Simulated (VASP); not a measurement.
# KI in VASP: notebook

Runs on KI. Level: PBEsol. Tasks: single point.

All numbers are computed with VASP 6.6.1; they aren't measurements. Logs are shortened: lines on timing, memory, paths and dates and some standing lists are left out, and cuts for length are marked.

## Step 1: The cell of the first run

It takes space group I4/mmm (No. 139, tetragonal). The conventional cell has a = 5.084 Å, b = 5.084 Å, c = 7.049 Å, α = 90.00°, β = 90.00°, γ = 90.00°. K (site symmetry 4/mmm) has 6 I at 3.52 to 3.60 Å within 4.6 Å. Within 4.6 Å of I (site symmetry 4/mmm) lie 6 K at 3.52 to 3.60 Å.

## Step 2: Single point, PBEsol (equal xx and yy strain of +2 %)

Input file INCAR:

```
SYSTEM = KI
  ALGO = Normal
  EDIFF = 1E-6
  ENCUT = 520
  GGA = PS
  ISIF = 2
  ISMEAR = -1
  LASPH = .True.
  LCHARG = .False.
  LREAL = .False.
  LWAVE = .False.
  NBANDS = 15
  NELM = 80
  PREC = Accurate
  SIGMA = 0.01
```

Input file KPOINTS:

```
k-points
0
Gamma
  8 8 8
  0 0 0
```

Input file POSCAR:

```
KI
1.0
    0.0000000000      3.5950410000      3.5245500000
    3.5950410000      0.0000000000      3.5245500000
    3.5950410000      3.5950410000      0.0000000000
K I
1 1
Direct
    0.0000000000      0.0000000000      0.0000000000
    0.5000000000      0.5000000000      0.5000000000
```

Potentials or basis: VASP PAW PBE potentials, release 64 (K_sv, I).

On the command line:

```console
$ cat potpaw_PBE.64/K_sv/POTCAR potpaw_PBE.64/I/POTCAR > POTCAR
$ mpirun -np 1 vasp_std > vasp.out
```

OUTCAR:

```text
SYSTEM = KI
   EDIFF = 1E-6
   ENCUT = 520
   GGA = PS
   ISIF = 2
   ISMEAR = -1
   LASPH = .True.
   LREAL = .False.
   NELM = 80
   PREC = Accurate

 ion  position               nearest neighbor table
   1  0.000  0.000  0.000-   2 3.52   2 3.52   2 3.60   2 3.60   2 3.60   2 3.60
   2  0.500  0.500  0.500-   1 3.52   1 3.52   1 3.60   1 3.60   1 3.60   1 3.60

  LATTYP: Found a body centered tetragonal cell.
 ALAT       =     5.0841557395
 C/A-ratio  =     1.3864838847

  Lattice vectors:

 A1 = (   0.0000000000,  -3.5950410000,  -3.5245500000)
 A2 = (   0.0000000000,   3.5950410000,  -3.5245500000)
 A3 = (   3.5950410000,   0.0000000000,   3.5245500000)

Analysis of symmetry for initial positions (statically):
=====================================================================
 Subroutine PRICEL returns:
 Original cell was already a primitive cell.

 Routine SETGRP: Setting up the symmetry group for a
 body centered tetragonal supercell.

 Subroutine GETGRP returns: Found 16 space group operations
 (whereof 16 operations were pure point group operations)
 out of a pool of 16 trial point group operations.

The static configuration has the point symmetry D_4h.

Analysis of symmetry for dynamics (positions and initial velocities):
=====================================================================
 Subroutine PRICEL returns:
 Original cell was already a primitive cell.

 Routine SETGRP: Setting up the symmetry group for a
 body centered tetragonal supercell.

 Subroutine GETGRP returns: Found 16 space group operations
 (whereof 16 operations were pure point group operations)
 out of a pool of 16 trial point group operations.

The dynamic configuration has the point symmetry D_4h.

 Subroutine INISYM returns: Found 16 space group operations
 (whereof 16 operations are pure point group operations),
 and found     1 'primitive' translations

----------------------------------------------------------------------------------------

                                     Primitive cell

  volume of cell :      91.1048

  direct lattice vectors                    reciprocal lattice vectors
     0.000000000  3.595041000  3.524550000    -0.139080472  0.139080472  0.141862082
     3.595041000  0.000000000  3.524550000     0.139080472 -0.139080472  0.141862082
     3.595041000  3.595041000  0.000000000     0.139080472  0.139080472 -0.141862082

  length of vectors
     5.034557825  5.034557825  5.084155739     0.242511043  0.242511043  0.242511043

  position of ions in fractional coordinates (direct lattice)
     0.000000000  0.000000000  0.000000000
     0.500000000  0.500000000  0.500000000

  ion indices of the primitive-cell ions
   primitive index   ion index
                 1           1
                 2           2

----------------------------------------------------------------------------------------

 KPOINTS: k-points

Automatic generation of k-mesh.
 Grid dimensions read from file:
 generate k-points for:    8    8    8

 Generating k-lattice:

  Cartesian coordinates                     Fractional coordinates (reciprocal lattice)
    -0.017385059  0.017385059  0.017732760     0.125000000  0.000000000  0.000000000
     0.017385059 -0.017385059  0.017732760     0.000000000  0.125000000  0.000000000
     0.017385059  0.017385059 -0.017732760     0.000000000  0.000000000  0.125000000

  Length of vectors
     0.030313880  0.030313880  0.030313880

  Shift w.r.t. Gamma in fractional coordinates (k-lattice)
     0.000000000  0.000000000  0.000000000

 Subroutine IBZKPT returns following result:
 ===========================================

 Found     59 irreducible k-points:

 Following reciprocal coordinates:
            Coordinates               Weight
  0.000000  0.000000  0.000000      1.000000
  0.125000 -0.000000  0.000000      8.000000
  0.250000 -0.000000  0.000000      8.000000
  0.375000 -0.000000  0.000000      8.000000
  0.500000 -0.000000  0.000000      4.000000
  0.125000  0.125000  0.000000      2.000000
[... 16 lines left out ...]
  0.250000 -0.000000  0.125000     16.000000
  0.375000 -0.000000  0.125000     16.000000
 [... further k-points ...]
   k-points           NKPTS =     59   k-points in BZ     NKDIM =     59   number of bands    NBANDS=     15
   number of dos      NEDOS =    301   number of ions     NIONS =      2
   total plane-waves  NPLWV =  64000
   dimension x,y,z NGX =    40 NGY =   40 NGZ =   40
   dimension x,y,z NGXF=    80 NGYF=   80 NGZF=   80
   ions per type =               1   1
   NGX,Y,Z   is equivalent  to a cutoff of  13.21, 13.21, 13.08 a.u.
   NGXF,Y,Z  is equivalent  to a cutoff of  26.42, 26.42, 26.16 a.u.
 SYSTEM =  KI
   PREC   = accura    normal or accurate (medium, high low for compatibility)
   ISTART =      0    job   : 0-new  1-cont  2-samecut
   ICHARG =      2    charge: 1-file 2-atom 10-const
   ISPIN  =      1    spin polarized calculation?
   LNONCOLLINEAR =      F non collinear calculations
   LSORBIT =      F    spin-orbit coupling
   LASPH  =      T    aspherical Exc in radial PAW
   ENCUT  =  520.0 eV  38.22 Ry    6.18 a.u.   9.36  9.36  9.45*2*pi/ulx,y,z
   NELM   =     80;   NELMIN=  2; NELMDL= -5     # of ELM steps
   EDIFF  = 0.1E-05   stopping-criterion for ELM
   LREAL  =      F    real-space projection
   EDIFFG = 0.1E-04   stopping-criterion for IOM
   NSW    =      0    number of steps for IOM
   IBRION =     -1    ionic relax: 0-MD 1-quasi-New 2-CG
   NFREE  =      0    steps in history (QN), initial steepest desc. (CG)
   ISIF   =      2    stress and relaxation
   ISYM   =      2    0-nonsym 1-usesym 2-fastsym
   POTIM  = 0.5000    time-step for ionic-motion
   TEBEG  =    0.0;   TEEND  =   0.0 temperature during run
   PSTRESS=    0.0 pullay stress
   NELECT =      16.0000    total number of electrons
   NUPDOWN=      -1.0000    fix difference up-down
   EMIN   =  10.00;   EMAX   =-10.00  energy-range for DOS
   EFERMI =   0.00;   METHOD = LEGACY
   ISMEAR =    -1;   SIGMA  =   0.01  broadening in eV -4-tet -1-fermi 0-gaus
   EFERMI_NEDOS =   21; number of points for ismear=-14 and -15
   IALGO  =     38    algorithm
   IMIX   =      4    mixing-type and parameters
     AMIX     =   0.40;   BMIX     =  1.00
     AMIX_MAG =   1.60;   BMIX_MAG =  1.00
  volume/ion in A,a.u.               =      45.55       307.40
  Fermi-wavevector in a.u.,A,eV,Ry     =   0.916785  1.732473 11.435636  0.840496
  Thomas-Fermi vector in A             =   2.041680
   LORBIT       =      0    0 simple, 1 ext, 2 COOP (PROOUT), +10 PAW based schemes
   GGA     = PS    functional components
   LHFCALC =     F    Hartree Fock is set to
   AEXX    =    0.0000 exact exchange contribution
   IVDW    =     0    specifies the selected vdW correction
   LEPSILON=     F    determine dielectric tensor
   LRPA    =     F    only Hartree local field effects (RPA)
 non-spin polarized calculation
  energy-cutoff  :      520.00
  volume of cell :       91.10
 maximum number of plane-waves:      2477
 NGX is ok and might be reduce to    40
   NGX = 19   NGY = 19   NGZ = 19

 number of electron      16.0000000 magnetization

 Free energy of the ion-electron system (eV)
  ---------------------------------------------------
  ext. energy  EPLUGINS =         0.00000000
  ---------------------------------------------------
  free energy    TOTEN  =        -5.80568307 eV

  energy without entropy =       -5.80568307  energy(sigma->0) =       -5.80568307

 E-fermi :  -0.4798     XC(G=0):  -7.2092

 val. band max:       -0.6705466332   @ k =   0.0000   0.0000   0.0000
 cond. band min:       3.0754647771   @ k =   0.0000   0.0000   0.0000
 fundamental gap:      3.7460114103
 Fermi energy:        -0.4798070441

 k-point     1 :       0.0000    0.0000    0.0000
  band No.  band energies     occupation
      1     -29.0559      2.00000
      2     -12.6045      2.00000
      3     -12.6037      2.00000
      4     -12.6037      2.00000
      5     -11.1615      2.00000
      6      -0.6722      2.00000
      7      -0.6722      2.00000
      8      -0.6705      2.00000
      9       3.0755      0.00000
     10       5.7332      0.00000
     11       5.7332      0.00000
     12       5.8525      0.00000
     13       6.4505      0.00000
     14       6.5298      0.00000
     15       8.9016      0.00000

 k-point     2 :       0.1250   -0.0000    0.0000
  band No.  band energies     occupation
      1     -29.0557      2.00000
      2     -12.6260      2.00000
      3     -12.6044      2.00000
      4     -12.6042      2.00000
      5     -11.1227      2.00000
      6      -0.9218      2.00000
      7      -0.7229      2.00000
      8      -0.7209      2.00000
      9       3.4507      0.00000
     10       5.6790      0.00000
     11       5.8995      0.00000
     12       5.9808      0.00000
     13       6.6177      0.00000
     14       6.7007      0.00000
     15       9.4318      0.00000

 k-point     3 :       0.2500   -0.0000    0.0000
  band No.  band energies     occupation
      1     -29.0550      2.00000
      2     -12.6752      2.00000
      3     -12.6054      2.00000
      4     -12.6049      2.00000
      5     -11.0322      2.00000
      6      -1.4084      2.00000
      7      -0.8392      2.00000
      8      -0.8352      2.00000
      9       4.1714      0.00000
     10       5.7771      0.00000
     11       6.3280      0.00000
     12       6.4018      0.00000
     13       7.1091      0.00000
     14       7.1945      0.00000
     15       9.4309      0.00000
[... 343 lines left out ...]
 k-point    23 :       0.2500   -0.0000    0.1250
  band No.  band energies     occupation
      1     -29.0551      2.00000
      2     -12.6566      2.00000
      3     -12.6084      2.00000
      4     -12.6070      2.00000
      5     -11.0566      2.00000
      6      -1.3103      2.00000
      7      -0.8394      2.00000
      8      -0.8191      2.00000
      9       4.1457      0.00000
     10       5.2467      0.00000
     11       6.4921      0.00000
     12       6.5882      0.00000
     13       6.9327      0.00000
     14       7.1446      0.00000
     15       9.5142      0.00000

 k-point    24 :       0.3750   -0.0000    0.1250
  band No.  band energies     occupation
      1     -29.0545      2.00000
      2     -12.6971      2.00000
      3     -12.6090      2.00000
      4     -12.6085      2.00000
      5     -10.9778      2.00000
      6      -1.6617      2.00000
      7      -0.9815      2.00000
      8      -0.9257      2.00000
      9       4.6650      0.00000
     10       5.7079      0.00000
     11       6.8294      0.00000
     12       7.0106      0.00000
     13       7.5177      0.00000
     14       7.6461      0.00000
     15       9.0239      0.00000

 [... further k-points ...]

------------------------ aborting loop because EDIFF is reached ----------------------------------------

  FORCE on cell =-STRESS in cart. coord.  units (eV):
  Direction    XX          YY          ZZ          XY          YZ          ZX
  --------------------------------------------------------------------------------------
  -------------------------------------------------------------------------------------
  Total       -0.3970477     -0.3970477     -0.1723050      0.0000000      0.0000000      0.0000000
  in kB       -6.9825160     -6.9825160     -3.0301706      0.0000000      0.0000000      0.0000000
  external PRESSURE =      -5.6650676 kB  Pullay stress =       0.0000000 kB

 VOLUME and BASIS-vectors are now :
 -----------------------------------------------------------------------------
  energy-cutoff  :      520.00
  volume of cell :       91.10
      direct lattice vectors                 reciprocal lattice vectors
     0.000000000  3.595041000  3.524550000    -0.139080472  0.139080472  0.141862082
     3.595041000  0.000000000  3.524550000     0.139080472 -0.139080472  0.141862082
     3.595041000  3.595041000  0.000000000     0.139080472  0.139080472 -0.141862082

 POSITION                                       TOTAL-FORCE (eV/Angst)
 -----------------------------------------------------------------------------------
      0.00000      0.00000      0.00000         0.000000     -0.000000      0.000000
      3.59504      3.59504      3.52455        -0.000000      0.000000      0.000000
 -----------------------------------------------------------------------------------
    total drift:                                0.000000     -0.000000     -0.000000

  FREE ENERGIE OF THE ION-ELECTRON SYSTEM (eV)
  ---------------------------------------------------
  free  energy   TOTEN  =        -5.8056830675 eV

  energy  without entropy=       -5.8056830675  energy(sigma->0) =       -5.80568307
```

Run time: 46 s. Hardware: 1 thread of Intel Xeon 6975P-C (Granite Rapids), shared host; peak memory 0.28 GiB.

What came out:

| Quantity | Value |
| --- | --- |
| Free energy | -5.8057 eV |
| Pressure | -0.6 GPa |
| Band gap on the k mesh | 3.75 eV, direct |

Stress tensor (GPa, compression positive):
```
-0.70  0.00  0.00
 0.00 -0.70  0.00
 0.00  0.00 -0.30
```

Caveat: the cell differs from its parent crystal (equal xx and yy strain of +2 %); the PAW data sets were made with another functional, which shifts forces and pressure a little; spin-orbit coupling is left out, which moves the levels of the heavy elements. A k mesh can miss the band edges.

## Step 3: Single point, PBEsol (equal xy, yz and zx shear strains of -2 %)

Input file INCAR:

```
  ALGO = Normal
  EDIFF = 1E-7
  ENCUT = 520
  GGA = PS
  ISIF = 2
  ISMEAR = -1
  LASPH = T
  LCHARG = F
  LREAL = F
  LWAVE = F
  NBANDS = 15
  NELM = 60
  PREC = Accurate
  SIGMA = 0.01
```

Input file KPOINTS:

```
k-points
0
Gamma
  8 8 8
```

Input file POSCAR:

```
KI
1.0
   -0.0704910000      3.4893045000      3.4893045000
    3.4893045000     -0.0704910000      3.4893045000
    3.4893045000      3.4893045000     -0.0704910000
K I
1 1
Direct
    0.0000000000      0.0000000000      0.0000000000
    0.5000000000      0.5000000000      0.5000000000
```

Potentials or basis: VASP PAW PBE potentials, release 64 (K_sv, I).

On the command line:

```console
$ cat potpaw_PBE.64/K_sv/POTCAR potpaw_PBE.64/I/POTCAR > POTCAR
$ mpirun -np 1 vasp_std > vasp.out
```

It took 68 s on 1 thread of Intel Xeon 6975P-C (Granite Rapids), shared host; peak memory 0.28 GiB.

Results (log left out):

- Free energy: -5.8143 eV
- Pressure: -0.2 GPa
- Band gap on the k mesh: 3.77 eV, direct

Stress tensor (GPa, compression positive):
```
-0.18  0.07  0.07
 0.07 -0.18  0.07
 0.07  0.07 -0.18
```

Levels at points of the mesh, in eV from the valence-band top:
| k point | band 6 | band 7 | band 8 | band 9 | band 10 | band 11 |
| --- | --- | --- | --- | --- | --- | --- |
| (0.00, 0.00, 0.00) | -0.08 | -0.08 | 0.00 | 3.77 | 6.30 | 6.30 |
| (0.50, 0.00, 0.00) | -1.42 | -0.41 | -0.35 | 5.35 | 7.54 | 7.96 |
| (0.50, 0.50, 0.00) | -1.08 | -0.47 | -0.39 | 4.76 | 5.64 | 8.02 |
| (0.50, 0.50, 0.50) | -1.41 | -0.45 | -0.45 | 5.31 | 7.65 | 7.93 |

Caveat: the cell differs from its parent crystal (equal xy, yz and zx shear strains of -2 %); the PAW data sets were made with another functional, which shifts forces and pressure a little; spin-orbit coupling is left out, which moves the levels of the heavy elements. A k mesh can miss the band edges.

(Continued in part 2 of 2.)
